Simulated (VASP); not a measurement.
Wanted: the native input for a VASP 6.6.1 run.

```
Task                   : single point
Functional             : PBE
Potentials or basis    : VASP PAW PBE potentials, release 64 (Sc_sv, Al, F)
Cutoff                 : 520 eV
k mesh                 : 6 × 6 × 2
Occupations            : gaussian, width 0.1 eV
Spin                   : no spin polarisation
Dipole correction      : no
Further INCAR settings : ALGO = Normal; EDIFF = 1e-06; NBANDS = 32
```

The structure of Sc2AlF3 lies in POSCAR:

```
Sc2AlF3
1.0
    3.0618346072      0.0000000000      0.0000000000
    0.0000000000      3.0618346072      0.0000000000
    0.0000000000      0.0000000000     10.0519783577
Sc Al F
2 1 3
Direct
    0.5000000000      0.5000000000      0.7895877430
    0.5000000000      0.5000000000      0.2104122570
    0.5000000000      0.5000000000      0.5000000000
    0.0000000000      0.0000000000      0.0000000000
    0.0000000000      0.0000000000      0.7676338577
    0.0000000000      0.0000000000      0.2323661423
```

One way to write it, as run:

INCAR

```
SYSTEM = Sc2AlF3
ALGO = Normal
EDIFF = 1E-6
ENCUT = 520
GGA = PE
ISIF = 2
ISMEAR = 0
LASPH = .True.
LCHARG = .False.
LREAL = .False.
LWAVE = .False.
NBANDS = 32
NELM = 100
PREC = Accurate
SIGMA = 0.1
```

KPOINTS

```
k-points
0
Gamma
  6 6 2
  0 0 0
```

Potentials or basis: VASP PAW PBE potentials, release 64 (Sc_sv, Al, F).

Command:

```bash
$ cat potpaw_PBE.64/Sc_sv/POTCAR potpaw_PBE.64/Al/POTCAR potpaw_PBE.64/F/POTCAR > POTCAR
$ mpirun -np 1 vasp_std > vasp.out
```

Results of the run:

```yaml
Pressure: -0.1 GPa
Largest_force: 0.020 eV/Å
Band_gap_on_the_k_mesh: zero (band 23 reaches 4.96 eV, above the bottom of band 24 at 3.15 eV)
```

Wall time 33 s on 1 thread of Intel(R) Xeon(R) 6975P-C (Granite Rapids), on a shared host, peak memory 0.22 GiB.
